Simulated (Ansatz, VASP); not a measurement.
BN in VASP and in Ansatz

```
B N
1.0
    -0.20389    1.71724    1.81239
     1.81239   -0.20389    1.81239
     1.60850    1.51335    0.00000
B N
1 1
Direct
  0.00000 0.00000 0.00000
  0.75000 0.75000 0.75000
```

Change from the starting cell: engineering shear strain xz -0.2250, normal strain along z -0.0525.

Alike in both runs: task single point; functional PBE; k mesh 12 × 12 × 12; occupations gaussian, width 0.05 eV; no spin polarisation.

|  | VASP | Ansatz |
| --- | --- | --- |
| version | VASP 6.6.1 | Ansatz 0.2.0 |
| potentials or method | VASP PAW PBE potentials, release 64 (B, N), cutoff 520 eV | scalar-relativistic, plane waves, PAW |
| valence electrons in the cell | 8 | 8 |

Ansatz gave:

- gap on the k mesh at the Fermi level (eV): 1.69
- least direct gap on the mesh (eV): 4.41
- pressure (GPa): 50.2
- traceless stress, the component that is largest in VASP (GPa): 127.45
- rms of the force components (eV/Å): 0.641

Q: Estimate VASP's values.

A: gap on the k mesh at the Fermi level (eV): 1.68; least direct gap on the mesh (eV): 4.41; pressure (GPa): 50.6; traceless stress, the component that is largest in VASP (GPa): 128.07; rms of the force components (eV/Å): 0.660.

Atom by atom the forces differ by 0.019 eV/Å (rms over components). Both programs put the cell under a high pressure, so it lies far from rest at this level. The functional is the same, so the differences come from potentials, cutoffs and numerics.
